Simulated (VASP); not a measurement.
# Al2BAs2 (I4/mmm) in VASP: further runs

Al2BAs2 is run at these levels: PBE; tasks: single point.

Everything below comes from runs of VASP 6.6.1. Logs are shortened: lines on timing, memory, paths and dates and some standing lists are left out, and cuts for length are marked.

## (1) The cell of the first run

Symmetry: I4/mmm, No. 139, tetragonal system. The conventional cell has a = 3.935 Å, b = 3.935 Å, c = 9.608 Å, α = 90.00°, β = 90.00°, γ = 90.00°. Within 3.2 Å of Al (site symmetry -4m2) lie 4 As at 2.24 Å and 4 Al at 2.78 Å and 4 B at 3.11 Å. B (site symmetry 4/mmm) has 10 As at 3.08 to 3.48 Å and 8 Al at 3.11 Å and 4 B at 3.94 Å within 4.1 Å. Within 3.1 Å of As (site symmetry 4mm) lie 4 Al at 2.24 Å and 1 As at 2.65 Å and 4 B at 3.08 Å.

The cell was generated, and may not be a known phase.

## (2) Single point, PBE

Input file INCAR:

```
SYSTEM = Al2BAs2
  ALGO = Normal
  EDIFF = 1E-6
  ENCUT = 520
  GGA = PE
  ISIF = 2
  ISMEAR = 0
  LASPH = .True.
  LCHARG = .False.
  LREAL = .False.
  LWAVE = .False.
  NBANDS = 18
  NELM = 60
  PREC = Accurate
  SIGMA = 0.1
```

Input file KPOINTS:

```
k-points
0
Gamma
  6 6 6
  0 0 0
```

Input file POSCAR:

```
Al2BAs2
1.0
   -1.9676439700      1.9676439700      4.8041022900
    1.9676439700     -1.9676439700      4.8041022900
    1.9676439700      1.9676439700     -4.8041022900
Al B As
2 1 2
Direct
    0.2500000000      0.7500000000      0.5000000000
    0.7500000000      0.2500000000      0.5000000000
    0.0000000000      0.0000000000      0.0000000000
    0.6381608800      0.6381608800      0.0000000000
    0.3618391200      0.3618391200      0.0000000000
```

Potentials or basis: VASP PAW PBE potentials, release 64 (Al, B, As).

Run with:

```bash
$ cat potpaw_PBE.64/Al/POTCAR potpaw_PBE.64/B/POTCAR potpaw_PBE.64/As/POTCAR > POTCAR
$ mpirun -np 1 vasp_std > vasp.out
```

OUTCAR:

```text
SYSTEM = Al2BAs2
   EDIFF = 1E-6
   ENCUT = 520
   GGA = PE
   ISIF = 2
   ISMEAR = 0
   LASPH = .True.
   LREAL = .False.
   NELM = 60
   PREC = Accurate

 ion  position               nearest neighbor table
   1  0.250  0.750  0.500-   4 2.24   5 2.24   5 2.24   4 2.24   2 2.78   2 2.78   2 2.78   2 2.78

   2  0.750  0.250  0.500-   4 2.24   5 2.24   5 2.24   4 2.24   1 2.78   1 2.78   1 2.78   1 2.78

   3  0.000  0.000  0.000-
   4  0.638  0.638  0.000-   1 2.24   2 2.24   1 2.24   2 2.24   5 2.65
   5  0.362  0.362  0.000-   1 2.24   2 2.24   1 2.24   2 2.24   4 2.65

  LATTYP: Found a body centered tetragonal cell.
 ALAT       =     3.9352879400
 C/A-ratio  =     2.4415505870

  Lattice vectors:

 A1 = (  -1.9676439700,   1.9676439700,   4.8041022900)
 A2 = (   1.9676439700,  -1.9676439700,   4.8041022900)
 A3 = (   1.9676439700,   1.9676439700,  -4.8041022900)

Analysis of symmetry for initial positions (statically):
=====================================================================
 Subroutine PRICEL returns:
 Original cell was already a primitive cell.

 Routine SETGRP: Setting up the symmetry group for a
 body centered tetragonal supercell.

 Subroutine GETGRP returns: Found 16 space group operations
 (whereof 16 operations were pure point group operations)
 out of a pool of 16 trial point group operations.

The static configuration has the point symmetry D_4h.

Analysis of symmetry for dynamics (positions and initial velocities):
=====================================================================
 Subroutine PRICEL returns:
 Original cell was already a primitive cell.

 Routine SETGRP: Setting up the symmetry group for a
 body centered tetragonal supercell.

 Subroutine GETGRP returns: Found 16 space group operations
 (whereof 16 operations were pure point group operations)
 out of a pool of 16 trial point group operations.

The dynamic configuration has the point symmetry D_4h.

 Subroutine INISYM returns: Found 16 space group operations
 (whereof 16 operations are pure point group operations),
 and found     1 'primitive' translations

----------------------------------------------------------------------------------------

                                     Primitive cell

  volume of cell :      74.3987

[... 94 lines left out ...]
   EDIFF  = 0.1E-05   stopping-criterion for ELM
   LREAL  =      F    real-space projection
   EDIFFG = 0.1E-04   stopping-criterion for IOM
   NSW    =      0    number of steps for IOM
   IBRION =     -1    ionic relax: 0-MD 1-quasi-New 2-CG
   NFREE  =      0    steps in history (QN), initial steepest desc. (CG)
   ISIF   =      2    stress and relaxation
   ISYM   =      2    0-nonsym 1-usesym 2-fastsym
   POTIM  = 0.5000    time-step for ionic-motion
   TEBEG  =    0.0;   TEEND  =   0.0 temperature during run
   PSTRESS=    0.0 pullay stress
   NELECT =      19.0000    total number of electrons
   NUPDOWN=      -1.0000    fix difference up-down
   EMIN   =  10.00;   EMAX   =-10.00  energy-range for DOS
   EFERMI =   0.00;   METHOD = LEGACY
   ISMEAR =     0;   SIGMA  =   0.10  broadening in eV -4-tet -1-fermi 0-gaus
   EFERMI_NEDOS =   21; number of points for ismear=-14 and -15
   IALGO  =     38    algorithm
   IMIX   =      4    mixing-type and parameters
     AMIX     =   0.40;   BMIX     =  1.00
     AMIX_MAG =   1.60;   BMIX_MAG =  1.00
  volume/ion in A,a.u.               =      14.88       100.41
  Fermi-wavevector in a.u.,A,eV,Ry     =   1.038654  1.962772 14.677997  1.078802
  Thomas-Fermi vector in A             =   2.173148
   LORBIT       =      0    0 simple, 1 ext, 2 COOP (PROOUT), +10 PAW based schemes
   GGA     = PE    functional components
   LHFCALC =     F    Hartree Fock is set to
   AEXX    =    0.0000 exact exchange contribution
   IVDW    =     0    specifies the selected vdW correction
   LEPSILON=     F    determine dielectric tensor
   LRPA    =     F    only Hartree local field effects (RPA)
 non-spin polarized calculation
 Gauss-broadening in eV      SIGMA  =   0.10
  energy-cutoff  :      520.00
  volume of cell :       74.40
 maximum number of plane-waves:      2065
 NGX is ok and might be reduce to    42
   NGX = 21   NGY = 21   NGZ = 21

 number of electron      19.0000000 magnetization

 Free energy of the ion-electron system (eV)
  ---------------------------------------------------
  ext. energy  EPLUGINS =         0.00000000
  ---------------------------------------------------
  free energy    TOTEN  =       -16.33733570 eV

  energy without entropy =      -16.32476839  energy(sigma->0) =      -16.33105204

 E-fermi :   7.7549     XC(G=0): -10.6533

 val. band max:        7.7108305610   @ k =  -0.3333   0.5000   0.3333
 cond. band min:       7.8851284740   @ k =   0.3333   0.0000  -0.0000
 fundamental gap:      0.1742979130
 Fermi energy:         7.7548667619

 k-point     1 :       0.0000    0.0000    0.0000
  band No.  band energies     occupation
      1      -7.7424      2.00000
      2      -3.5293      2.00000
      3       0.5955      2.00000
      4       2.3576      2.00000
      5       2.3576      2.00000
      6       3.3329      2.00000
[... 481 lines left out ...]
      5       2.3001      2.00000
      6       2.9567      2.00000
[... 10 lines left out ...]
     17      13.6467      0.00000
     18      13.9363      0.00000

 [... further k-points ...]

------------------------ aborting loop because EDIFF is reached ----------------------------------------

  FORCE on cell =-STRESS in cart. coord.  units (eV):
  Direction    XX          YY          ZZ          XY          YZ          ZX
  --------------------------------------------------------------------------------------
  -------------------------------------------------------------------------------------
  Total       20.1450806     20.1450806     12.9882721      0.0000000     -0.0000000      0.0000000
  in kB      433.8247421    433.8247421    279.7027167      0.0000000     -0.0000000      0.0000000
  external PRESSURE =     382.4507336 kB  Pullay stress =       0.0000000 kB

 VOLUME and BASIS-vectors are now :
 -----------------------------------------------------------------------------
  energy-cutoff  :      520.00
  volume of cell :       74.40
      direct lattice vectors                 reciprocal lattice vectors
    -1.967643970  1.967643970  4.804102290     0.000000000  0.254111012  0.104077717
     1.967643970 -1.967643970  4.804102290     0.254111012  0.000000000  0.104077717
     1.967643970  1.967643970 -4.804102290     0.254111012  0.254111012  0.000000000

 POSITION                                       TOTAL-FORCE (eV/Angst)
 -----------------------------------------------------------------------------------
      1.96764      0.00000      2.40205         0.000000      0.000000     -0.000000
      0.00000      1.96764      2.40205         0.000000      0.000000     -0.000000
      0.00000      0.00000      0.00000         0.000000      0.000000     -0.000000
      0.00000      0.00000      6.13158        -0.000000     -0.000000     -4.720270
      0.00000      0.00000      3.47662        -0.000000     -0.000000      4.720270
 -----------------------------------------------------------------------------------
    total drift:                               -0.000000     -0.000000      0.000000

  FREE ENERGIE OF THE ION-ELECTRON SYSTEM (eV)
  ---------------------------------------------------
  free  energy   TOTEN  =       -16.3373356981 eV

  energy  without entropy=      -16.3247683909  energy(sigma->0) =      -16.33105204
```

It took 82 s on 1 thread of Intel Xeon 8259CL, shared host; peak memory 0.27 GiB.

Results:

- Free energy: -16.3373 eV
- Pressure: 38.2 GPa
- Largest force: 4.720 eV/Å
- Band gap on the k mesh: zero (an odd number of electrons rules out a gap without spin polarisation)

Forces in eV/Å, atoms in the order of the input:
```
Al   0.000  0.000  0.000
Al   0.000  0.000  0.000
B    0.000  0.000  0.000
As   0.000  0.000 -4.720
As   0.000  0.000  4.720
```

Caveat: the stress differs along the axes, from 28 to 43 GPa; forces of over 1 eV/Å act on the atoms, so gaps and moduli don't describe the material at rest.

(Continued in part 2 of 2.)

The gap in the log of VASP goes by the Fermi energy; the results here count the filled bands.